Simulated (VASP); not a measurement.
W, 1 atom in the cell. Symmetry: I4/mmm, No. 139, tetragonal system. The conventional cell has a = 2.828 Å, b = 2.828 Å, c = 3.938 Å, α = 90.00°, β = 90.00°, γ = 90.00°. Within 3.7 Å of W (site symmetry 4/mmm) lie 12 W at 2.81 to 2.83 Å.  This cell differs from its parent crystal: strain -0.015 along x and y, -0.030 along z.

```yaml
Program: VASP 6.6.1
Task: single point
Functional: r2SCAN
Potentials_or_basis: VASP PAW PBE potentials, release 64 (W_sv)
Cutoff: 520 eV
k_mesh: 20 × 20 × 20
Occupations: gaussian, width 0.15 eV
Spin: no spin polarisation
Dipole_correction: no
Further_INCAR_settings: ALGO = Normal; EDIFF = 1e-06; NBANDS = 13
```

Potentials or basis: VASP PAW PBE potentials, release 64 (W_sv).

Launch:

```sh
$ cat potpaw_PBE.64/W_sv/POTCAR > POTCAR
$ cp INCAR.step1 INCAR
$ mpirun -np 1 vasp_std > vasp.out
$ cp INCAR.step2 INCAR
$ mpirun -np 1 vasp_std > vasp.out
```

Hardware: 1 thread of Intel(R) Xeon(R) 6975P-C (Granite Rapids), on a shared host.

**Question.** How long does it take, and how much memory?

**Answer.** It took 2.4 min on 1 thread of Intel(R) Xeon(R) 6975P-C (Granite Rapids) (shared host), peak memory 0.25 GiB. Counts: k points 641.
